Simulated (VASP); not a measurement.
# PtS2 (P-3m1) in VASP: notebook

PtS2 is run at these levels: PBEsol; tasks: single point.

All numbers are computed with VASP 6.6.1; they aren't measurements. Logs are shortened: lines on timing, memory, paths and dates and some standing lists are left out, and cuts for length are marked.

## Step 1: The cell of the first run

It takes space group P-3m1 (No. 164, trigonal). Conventional cell: a = 3.740 Å, b = 3.740 Å, c = 4.521 Å, α = 90.00°, β = 90.00°, γ = 120.00°. Within 3.2 Å of Pt (site symmetry -3m) lie 6 S at 2.44 Å. Within 3.2 Å of S (site symmetry 3m) lie 3 Pt at 2.44 Å and 6 S at 3.13 Å.

## Step 2: Single point, PBEsol

Contents of INCAR:

```
  PREC = Accurate
  ENCUT = 520
  EDIFF = 1E-7
  ISMEAR = 0
  SIGMA = 0.05
  LREAL = F
  LASPH = T
  NELM = 80
  ALGO = Normal
  ISIF = 2
  LWAVE = F
  LCHARG = F
  GGA = PS
  NBANDS = 18
```

Contents of KPOINTS:

```
regular mesh
0
Gamma
  12 12 8
```

Contents of POSCAR:

```
PtS2
1.0
    3.7404394412      0.0000000000      0.0000000000
   -1.8702197206      3.2393155774      0.0000000000
    0.0000000000      0.0000000000      4.5214014699
Pt S
1 2
Direct
    0.0000000000      0.0000000000      0.0000000000
    0.3333333333      0.6666666667      0.2500000000
    0.6666666667      0.3333333333      0.7500000000
```

Potentials or basis: VASP PAW PBE potentials, release 64 (Pt, S).

Command:

```console
> cat potpaw_PBE.64/Pt/POTCAR potpaw_PBE.64/S/POTCAR > POTCAR
> mpirun -np 1 vasp_std > vasp.out
```

OUTCAR:

```text
PREC = Accurate
   ENCUT = 520
   EDIFF = 1E-7
   ISMEAR = 0
   LREAL = F
   LASPH = T
   NELM = 80
   ISIF = 2
   GGA = PS

 ion  position               nearest neighbor table
   1  0.000  0.000  0.000-   2 2.44   3 2.44   3 2.44   2 2.44   3 2.44   2 2.44
   2  0.333  0.667  0.250-   1 2.44   1 2.44   1 2.44
   3  0.667  0.333  0.750-   1 2.44   1 2.44   1 2.44

  LATTYP: Found a hexagonal cell.
 ALAT       =     3.7404394412
 C/A-ratio  =     1.2087888445

  Lattice vectors:

 A1 = (   3.7404394412,   0.0000000000,   0.0000000000)
 A2 = (  -1.8702197206,   3.2393155774,   0.0000000000)
 A3 = (   0.0000000000,   0.0000000000,   4.5214014699)

Analysis of symmetry for initial positions (statically):
=====================================================================
 Subroutine PRICEL returns:
 Original cell was already a primitive cell.

 Routine SETGRP: Setting up the symmetry group for a
 hexagonal supercell.

 Subroutine GETGRP returns: Found 12 space group operations
 (whereof 12 operations were pure point group operations)
 out of a pool of 24 trial point group operations.

The static configuration has the point symmetry D_3d.

Analysis of symmetry for dynamics (positions and initial velocities):
=====================================================================
 Subroutine PRICEL returns:
 Original cell was already a primitive cell.

 Routine SETGRP: Setting up the symmetry group for a
 hexagonal supercell.

 Subroutine GETGRP returns: Found 12 space group operations
 (whereof 12 operations were pure point group operations)
 out of a pool of 24 trial point group operations.

The dynamic configuration has the point symmetry D_3d.

 Subroutine INISYM returns: Found 12 space group operations
 (whereof 12 operations are pure point group operations),
 and found     1 'primitive' translations

----------------------------------------------------------------------------------------

                                     Primitive cell

  volume of cell :      54.7834

  direct lattice vectors                    reciprocal lattice vectors
     3.740439441  0.000000000  0.000000000     0.267348266  0.154353594  0.000000000
    -1.870219721  3.239315577  0.000000000     0.000000000  0.308707187  0.000000000
     0.000000000  0.000000000  4.521401470     0.000000000  0.000000000  0.221170362

  length of vectors
     3.740439441  3.740439441  4.521401470     0.308707187  0.308707187  0.221170362

  position of ions in fractional coordinates (direct lattice)
     0.000000000  0.000000000  0.000000000
     0.333333333  0.666666667  0.250000000
     0.666666667  0.333333333  0.750000000

  ion indices of the primitive-cell ions
   primitive index   ion index
                 1           1
                 2           2
                 3           3

----------------------------------------------------------------------------------------

 KPOINTS: regular mesh

Automatic generation of k-mesh.
 Grid dimensions read from file:
 generate k-points for:   12   12    8

 Generating k-lattice:

  Cartesian coordinates                     Fractional coordinates (reciprocal lattice)
     0.022279022  0.012862799  0.000000000     0.083333333  0.000000000  0.000000000
     0.000000000  0.025725599  0.000000000     0.000000000  0.083333333  0.000000000
     0.000000000  0.000000000  0.027646295     0.000000000  0.000000000  0.125000000

  Length of vectors
     0.025725599  0.025725599  0.027646295

  Shift w.r.t. Gamma in fractional coordinates (k-lattice)
     0.000000000  0.000000000  0.000000000

 Subroutine IBZKPT returns following result:
 ===========================================

 Found    131 irreducible k-points:

 Following reciprocal coordinates:
            Coordinates               Weight
  0.000000  0.000000  0.000000      1.000000
  0.083333 -0.000000  0.000000      6.000000
  0.166667 -0.000000  0.000000      6.000000
  0.250000  0.000000  0.000000      6.000000
  0.333333 -0.000000  0.000000      6.000000
  0.416667 -0.000000  0.000000      6.000000
[... 16 lines left out ...]
  0.166667 -0.000000  0.125000      6.000000
  0.000000  0.166667  0.125000      6.000000
 [... further k-points ...]
   k-points           NKPTS =    131   k-points in BZ     NKDIM =    131   number of bands    NBANDS=     18
   number of dos      NEDOS =    301   number of ions     NIONS =      3
   total plane-waves  NPLWV =  28224
   dimension x,y,z NGX =    28 NGY =   28 NGZ =   36
   dimension x,y,z NGXF=    56 NGYF=   56 NGZF=   72
   ions per type =               1   2
   NGX,Y,Z   is equivalent  to a cutoff of  12.44, 12.44, 13.24 a.u.
   NGXF,Y,Z  is equivalent  to a cutoff of  24.89, 24.89, 26.47 a.u.
 SYSTEM =  unknown system
   PREC   = accura    normal or accurate (medium, high low for compatibility)
   ISTART =      0    job   : 0-new  1-cont  2-samecut
   ICHARG =      2    charge: 1-file 2-atom 10-const
   ISPIN  =      1    spin polarized calculation?
   LNONCOLLINEAR =      F non collinear calculations
   LSORBIT =      F    spin-orbit coupling
   LASPH  =      T    aspherical Exc in radial PAW
   ENCUT  =  520.0 eV  38.22 Ry    6.18 a.u.   6.95  6.95  8.41*2*pi/ulx,y,z
   NELM   =     80;   NELMIN=  2; NELMDL= -5     # of ELM steps
   EDIFF  = 0.1E-06   stopping-criterion for ELM
   LREAL  =      F    real-space projection
   EDIFFG = 0.1E-05   stopping-criterion for IOM
   NSW    =      0    number of steps for IOM
   IBRION =     -1    ionic relax: 0-MD 1-quasi-New 2-CG
   NFREE  =      0    steps in history (QN), initial steepest desc. (CG)
   ISIF   =      2    stress and relaxation
   ISYM   =      2    0-nonsym 1-usesym 2-fastsym
   POTIM  = 0.5000    time-step for ionic-motion
   TEBEG  =    0.0;   TEEND  =   0.0 temperature during run
   PSTRESS=    0.0 pullay stress
   NELECT =      22.0000    total number of electrons
   NUPDOWN=      -1.0000    fix difference up-down
   EMIN   =  10.00;   EMAX   =-10.00  energy-range for DOS
   EFERMI =   0.00;   METHOD = LEGACY
   ISMEAR =     0;   SIGMA  =   0.05  broadening in eV -4-tet -1-fermi 0-gaus
   EFERMI_NEDOS =   21; number of points for ismear=-14 and -15
   IALGO  =     38    algorithm
   IMIX   =      4    mixing-type and parameters
     AMIX     =   0.40;   BMIX     =  1.00
     AMIX_MAG =   1.60;   BMIX_MAG =  1.00
  volume/ion in A,a.u.               =      18.26       123.23
  Fermi-wavevector in a.u.,A,eV,Ry     =   1.207812  2.282434 19.848319  1.458810
  Thomas-Fermi vector in A             =   2.343439
   LORBIT       =      0    0 simple, 1 ext, 2 COOP (PROOUT), +10 PAW based schemes
   GGA     = PS    functional components
   LHFCALC =     F    Hartree Fock is set to
   AEXX    =    0.0000 exact exchange contribution
   IVDW    =     0    specifies the selected vdW correction
   LEPSILON=     F    determine dielectric tensor
   LRPA    =     F    only Hartree local field effects (RPA)
 non-spin polarized calculation
 Gauss-broadening in eV      SIGMA  =   0.05
  energy-cutoff  :      520.00
  volume of cell :       54.78
 maximum number of plane-waves:      1496
   NGX = 13   NGY = 13   NGZ = 17

 number of electron      21.9999998 magnetization

 Free energy of the ion-electron system (eV)
  ---------------------------------------------------
  ext. energy  EPLUGINS =         0.00000000
  ---------------------------------------------------
  free energy    TOTEN  =       -16.81729508 eV

  energy without entropy =      -16.81678905  energy(sigma->0) =      -16.81704207

 E-fermi :   6.9319     XC(G=0): -10.9571

 val. band max:        6.9303994500   @ k =   0.1667   0.1667   0.5000
 cond. band min:       6.9340376081   @ k =   0.0833  -0.0000   0.0000
 fundamental gap:      0.0036381581
 Fermi energy:         6.9319151502

 k-point     1 :       0.0000    0.0000    0.0000
  band No.  band energies     occupation
      1      -8.5032      2.00000
      2      -5.0559      2.00000
      3       0.1129      2.00000
      4       0.1505      2.00000
      5       0.1505      2.00000
      6       3.1186      2.00000
[... 10 lines left out ...]
     17      14.1557      0.00000
     18      18.6855      0.00000

 k-point     2 :       0.0833   -0.0000    0.0000
  band No.  band energies     occupation
      1      -8.4255      2.00000
      2      -5.1301      2.00000
      3       0.1935      2.00000
      4       0.2077      2.00000
      5       0.2729      2.00000
      6       2.9996      2.00000
[... 10 lines left out ...]
     17      14.3850      0.00000
     18      17.7042      0.00000

 k-point     3 :       0.1667   -0.0000    0.0000
  band No.  band energies     occupation
      1      -8.1997      2.00000
      2      -5.3255      2.00000
      3       0.3710      2.00000
      4       0.4127      2.00000
      5       0.6153      2.00000
      6       2.5722      2.00000
[... 10 lines left out ...]
     17      14.9627      0.00000
     18      16.5614      0.00000

 k-point     4 :       0.2500    0.0000    0.0000
  band No.  band energies     occupation
      1      -7.8491      2.00000
      2      -5.5868      2.00000
      3       0.6131      2.00000
      4       0.6903      2.00000
      5       1.0932      2.00000
      6       1.8736      2.00000
[... 375 lines left out ...]
      4       0.2007      2.00000
      5       0.5842      2.00000
      6       2.9439      2.00000
[... 10 lines left out ...]
     17      14.5729      0.00000
     18      17.2733      0.00000

 k-point    23 :       0.1667   -0.0000    0.1250
  band No.  band energies     occupation
      1      -8.1266      2.00000
      2      -5.4790      2.00000
      3       0.2845      2.00000
      4       0.4194      2.00000
      5       0.9002      2.00000
      6       2.6544      2.00000
[... 10 lines left out ...]
     17      14.3452      0.00000
     18      16.0472      0.00000

 k-point    24 :       0.0000    0.1667    0.1250
  band No.  band energies     occupation
      1      -8.1344      2.00000
      2      -5.4479      2.00000
      3       0.1582      2.00000
      4       0.3409      2.00000
      5       1.0360      2.00000
      6       2.4183      2.00000
[... 10 lines left out ...]
     17      15.4417      0.00000
     18      16.0904      0.00000

 [... further k-points ...]

------------------------ aborting loop because EDIFF is reached ----------------------------------------

  FORCE on cell =-STRESS in cart. coord.  units (eV):
  Direction    XX          YY          ZZ          XY          YZ          ZX
  --------------------------------------------------------------------------------------
  -------------------------------------------------------------------------------------
  Total       -4.2375772     -4.2375772     -0.7533296      0.0000000      0.0000000      0.0000000
  in kB     -123.9307989   -123.9307989    -22.0316317      0.0000000      0.0000000      0.0000000
  external PRESSURE =     -89.9644098 kB  Pullay stress =       0.0000000 kB

 VOLUME and BASIS-vectors are now :
 -----------------------------------------------------------------------------
  energy-cutoff  :      520.00
  volume of cell :       54.78
      direct lattice vectors                 reciprocal lattice vectors
     3.740439441  0.000000000  0.000000000     0.267348266  0.154353594  0.000000000
    -1.870219721  3.239315577  0.000000000     0.000000000  0.308707187  0.000000000
     0.000000000  0.000000000  4.521401470     0.000000000  0.000000000  0.221170362

 POSITION                                       TOTAL-FORCE (eV/Angst)
 -----------------------------------------------------------------------------------
      0.00000      0.00000      0.00000         0.000000      0.000000      0.000000
     -0.00000      2.15954      1.13035        -0.000000     -0.000000     -0.233120
      1.87022      1.07977      3.39105         0.000000      0.000000      0.233120
 -----------------------------------------------------------------------------------
    total drift:                               -0.000000     -0.000000     -0.000000

  FREE ENERGIE OF THE ION-ELECTRON SYSTEM (eV)
  ---------------------------------------------------
  free  energy   TOTEN  =       -16.8172950844 eV

  energy  without entropy=      -16.8167890511  energy(sigma->0) =      -16.81704207
```

It took 41 s on 1 thread of Intel Xeon 6975P-C (Granite Rapids), shared host; peak memory 0.26 GiB.

Results:

```yaml
Free_energy: -16.8173 eV
Pressure: -9.0 GPa
Largest_force: 0.233 eV/Å
Band_gap_on_the_k_mesh: zero (band 11 reaches 7.13 eV, above the bottom of band 12 at 6.93 eV)
```

Forces in eV/Å, atoms in the order of the input:
```
Pt   0.000  0.000  0.000
S    0.000  0.000 -0.233
S    0.000  0.000  0.233
```

Caveat: the PAW data sets were made with another functional, which shifts forces and pressure a little; spin-orbit coupling is left out, which moves the levels of the heavy elements.

## Step 3: Single point, PBEsol

This run uses another cell than the first one, of the same volume but with other edges.

Contents of INCAR:

```
PREC     = Accurate       # precision mode
ENCUT    = 520            # plane-wave cutoff, eV
EDIFF    = 1E-7           # SCF threshold, eV
ISMEAR   = 0              # smearing method
SIGMA    = 0.05           # smearing width, eV
LREAL    = False          # projectors in reciprocal space
LASPH    = True           # aspherical terms in the spheres
NELM     = 60             # most SCF steps
ALGO     = Normal         # electronic algorithm
ISIF     = 2              # what is computed and relaxed
LWAVE    = False          # write WAVECAR
LCHARG   = False          # write CHGCAR
GGA      = PS             # functional
NBANDS   = 18             # bands
```

Contents of KPOINTS:

```
Automatic mesh
0
Gamma
  12 12 8
```

Contents of POSCAR:

```
PtS2
1.0
    3.3342783642      0.0000000000      0.0000000000
   -1.6671391821      2.8875697667      0.0000000000
    0.0000000000      0.0000000000      5.6900308108
Pt S
1 2
Direct
    0.0000000000      0.0000000000      0.0000000000
    0.3333333333      0.6666666667      0.2500000000
    0.6666666667      0.3333333333      0.7500000000
```

Potentials or basis: VASP PAW PBE potentials, release 64 (Pt, S).

Command:

```console
> cat potpaw_PBE.64/Pt/POTCAR potpaw_PBE.64/S/POTCAR > POTCAR
> mpirun -np 1 vasp_std > vasp.out
```

Wall time 53 s (1 thread of Intel Xeon 6975P-C (Granite Rapids), shared host); peak memory 0.25 GiB.

The run converged. Its results:

| Quantity | Value |
| --- | --- |
| Free energy | -16.5958 eV |
| Pressure | 1.8 GPa |
| Largest force | 1.128 eV/Å |
| Band gap on the k mesh | 0.72 eV, indirect (least direct gap 0.90 eV) |

Forces on the atoms (eV/Å):
```
Pt   0.000  0.000  0.000
S    0.000  0.000 -1.128
S    0.000  0.000  1.128
```

Stress tensor (GPa, compression positive):
```
 6.91  0.00  0.00
 0.00  6.91  0.00
 0.00  0.00 -8.31
```

Levels at points of the mesh, in eV from the valence-band top:
```csv
k point,band 7,band 8,band 9,band 10,band 11,band 12,band 13,band 14,band 15,band 16
"(0.00, 0.00, 0.00)",-3.40,-2.50,-0.47,-0.23,-0.23,2.42,2.42,5.63,5.75,9.12
"(0.50, 0.00, 0.00)",-3.21,-2.91,-2.25,-2.05,-1.57,1.78,2.61,5.51,6.21,8.05
"(0.00, 0.00, 0.50)",-3.41,-3.05,-1.39,-0.39,-0.39,2.75,2.75,6.16,7.41,9.05
"(0.50, 0.00, 0.50)",-3.35,-2.25,-1.78,-1.74,-1.65,1.99,2.88,4.47,5.15,6.77
```

Caveat: the PAW data sets were made with another functional, which shifts forces and pressure a little; spin-orbit coupling is left out, which moves the levels of the heavy elements.

## Step 4: Single point, PBEsol

This run uses another cell than the first one, of the same volume but with other edges.

Contents of INCAR:

```
SYSTEM = PtS2
PREC = Accurate ; ENCUT = 520
EDIFF = 1E-7 ; ISMEAR = 0
SIGMA = 0.05 ; LREAL = .FALSE.
LASPH = .TRUE. ; NELM = 100
ALGO = Normal ; ISIF = 2
LWAVE = .FALSE. ; LCHARG = .TRUE.
GGA = PS ; LELF = .TRUE.
LVHAR = .TRUE. ; NBANDS = 18
```

Contents of KPOINTS:

```
regular mesh
0
G
  12 12 8
  0 0 0
```

Contents of POSCAR:

```
PtS2
1.0
    3.6430600273      0.0000000000      0.0000000000
   -1.8215300136      3.1549825311      0.0000000000
    0.0000000000      0.0000000000      4.7663471706
Pt S
1 2
Direct
    0.0000000000      0.0000000000      0.0000000000
    0.3333333333      0.6666666667      0.2500000000
    0.6666666667      0.3333333333      0.7500000000
```

Command:

```console
> cat potpaw_PBE.64/Pt/POTCAR potpaw_PBE.64/S/POTCAR > POTCAR
> mpirun -np 1 vasp_std > vasp.out
```

It took 42 s on 1 thread of Intel Xeon 6975P-C (Granite Rapids), shared host; peak memory 0.26 GiB.

Results (log left out):

```yaml
Free_energy: -16.9473 eV
Pressure: -6.1 GPa
Largest_force: 0.381 eV/Å
Band_gap_on_the_k_mesh: 0.13 eV, indirect (least direct gap 0.63 eV)
```

Forces in eV/Å, atoms in the order of the input:
```
Pt   0.000  0.000  0.000
S    0.000  0.000 -0.381
S    0.000  0.000  0.381
```

Stress tensor (GPa, compression positive):
```
-7.49  0.00  0.00
 0.00 -7.49  0.00
 0.00  0.00 -3.34
```

Levels at points of the mesh, in eV from the valence-band top:
```tsv
k point	band 9	band 10	band 11	band 12	band 13	band 14
(0.00, 0.00, 0.00)	-1.51	-1.51	0.00	1.34	1.34	3.76
(0.50, 0.00, 0.00)	-3.43	-3.36	-2.79	0.81	2.21	5.01
(0.00, 0.00, 0.50)	-1.92	-1.92	-1.47	2.19	2.19	5.20
(0.50, 0.00, 0.50)	-3.14	-3.06	-1.45	0.97	1.50	4.91
```

Caveat: the PAW data sets were made with another functional, which shifts forces and pressure a little; spin-orbit coupling is left out, which moves the levels of the heavy elements.

## Step 5: Overview

| cell | gap on the mesh (eV) | pressure (GPa) | largest force (eV/Å) |
| --- | --- | --- | --- |
| a = 3.740, b = 3.740, c = 4.521 Å, angles 90.0, 90.0, 120.0°, 3 atoms | none | -9.0 | 0.23 |
| a = 3.334, b = 3.334, c = 5.690 Å, angles 90.0, 90.0, 120.0°, 3 atoms | 0.72 | 1.8 | 1.13 |
| a = 3.643, b = 3.643, c = 4.766 Å, angles 90.0, 90.0, 120.0°, 3 atoms | 0.13 | -6.1 | 0.38 |

Alike in all rows: task single point; level PBEsol; potentials or basis VASP PAW PBE potentials, release 64 (Pt, S); no spin polarisation; k mesh 12 × 12 × 8; cutoff (eV) 520; smearing gaussian 0.05 eV.

Caveats: the PAW data sets were made with another functional, which shifts forces and pressure a little; spin-orbit coupling is left out, which moves the levels of the heavy elements.

Total energies depend on the potentials used, so only differences within one code and one set of settings carry meaning.
